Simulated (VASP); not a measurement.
Here is a VASP 6.6.1 calculation.

INCAR

```
ALGO = Normal ; EDIFF = 1E-7
ENCUT = 520 ; GGA = PE
ISIF = 2 ; ISMEAR = 0
ISPIN = 2 ; LASPH = T
LCHARG = T ; LELF = T
LMAXMIX = 4 ; LORBIT = 11
LREAL = Auto ; LVHAR = T
LWAVE = F ; MAGMOM = 0 0 0 0 1 1 1 1 1 1 1 1 1 1 1 1
NBANDS = 66 ; NELM = 150
PREC = Accurate ; SIGMA = 0.1
```

KPOINTS

```
k-points
0
Gamma
  4 4 4
```

File POSCAR:

```
Rb2ScCdC6N6
1.0
    0.0000000000      5.2895000000      5.2895000000
    5.2895000000      0.0000000000      5.2895000000
    5.2895000000      5.2895000000      0.0000000000
Rb Sc Cd C N
2 1 1 6 6
Direct
    0.2500000000      0.2500000000      0.2500000000
    0.7500000000      0.7500000000      0.7500000000
    0.0000000000      0.0000000000      0.0000000000
    0.5000000000      0.5000000000      0.5000000000
    0.8088666200      0.1911333800      0.1911333800
    0.1911333800      0.8088666200      0.1911333800
    0.1911333800      0.1911333800      0.8088666200
    0.1911333800      0.8088666200      0.8088666200
    0.8088666200      0.1911333800      0.8088666200
    0.8088666200      0.8088666200      0.1911333800
    0.6982701600      0.3017298400      0.3017298400
    0.3017298400      0.6982701600      0.3017298400
    0.3017298400      0.3017298400      0.6982701600
    0.3017298400      0.6982701600      0.6982701600
    0.6982701600      0.3017298400      0.6982701600
    0.6982701600      0.6982701600      0.3017298400
```

Potentials or basis: VASP PAW PBE potentials, release 64 (Rb_sv, Sc_sv, Cd, C, N).

Launch:

```sh
$ cat potpaw_PBE.64/Rb_sv/POTCAR potpaw_PBE.64/Sc_sv/POTCAR potpaw_PBE.64/Cd/POTCAR potpaw_PBE.64/C/POTCAR potpaw_PBE.64/N/POTCAR > POTCAR
$ mpirun -np 1 vasp_std > vasp.out
```

Task: Predict the pressure.

Result: 17.7 GPa.

Task: Estimate the net moment.

Result: 0.92 μB per cell.

Forces on the atoms (eV/Å):
```
Rb   0.000  0.000  0.000
Rb   0.000  0.000  0.000
Sc   0.000  0.000  0.000
Cd   0.000  0.000  0.000
C    2.545  0.000  0.000
C    0.000  2.545  0.000
C    0.000  0.000  2.545
C   -2.545  0.000  0.000
C    0.000 -2.545  0.000
C    0.000  0.000 -2.545
N   -1.421  0.000  0.000
N    0.000 -1.421  0.000
N    0.000  0.000 -1.421
N    1.421  0.000  0.000
N    0.000  1.421  0.000
N    0.000  0.000  1.421
```

Caveat: the cell stands under pressure; a moment this small can come from the mesh or the smearing; forces of over 1 eV/Å act on the atoms, so gaps and moduli don't describe the material at rest.
